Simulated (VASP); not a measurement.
A run of VASP 6.6.1:

File INCAR:

```
AGGAC    = 1.0          
AGGAX    = 1.0          
ALDAC    = 0.0          
ALDAX    = 1.0          
ALGO     = Normal         # electronic algorithm
EDIFF    = 1E-6           # SCF threshold, eV
ENCUT    = 520            # plane-wave cutoff, eV
GGA      = B5             # functional
ISIF     = 2              # what is computed and relaxed
ISMEAR   = -1             # smearing method
IVDW     = 12             # dispersion correction
LASPH    = T              # aspherical terms in the spheres
LCHARG   = T              # write CHGCAR
LELF     = T              # ELF
LREAL    = F              # projectors in reciprocal space
LVHAR    = T            
LWAVE    = F              # write WAVECAR
NBANDS   = 20             # bands
NELM     = 100            # most SCF steps
PREC     = Accurate       # precision mode
SIGMA    = 0.05           # smearing width, eV
VDW_A1   = 0.4298       
VDW_A2   = 4.2359       
VDW_S6   = 1.0          
VDW_S8   = 2.6996
```

File KPOINTS:

```
k-points
0
Gamma
  10 10 8
```

The input POSCAR:

```
Ga
1.0
    1.4388225404     -4.0608271420      0.0264005338
    1.4388225404      4.0608271420      0.0264005338
   -0.0586219725      0.0000000000      3.2233746976
Ga
2
Direct
    0.1348289437      0.8651710563      0.7500000000
    0.8651710563      0.1348289437      0.2500000000
```

Potentials or basis: VASP PAW PBE potentials, release 64 (Ga_d).

Command:

```sh
$ cat potpaw_PBE.64/Ga_d/POTCAR > POTCAR
$ mpirun -np 1 vasp_std > vasp.out
```

Hardware: 1 thread of Intel Xeon 6975P-C (shared host).

Task: Estimate the wall time of this run.

Result: It took 89 s on 1 thread of Intel Xeon 6975P-C, with other jobs on the host, peak memory 0.28 GiB. Counts: scf iterations 11, k points 227.
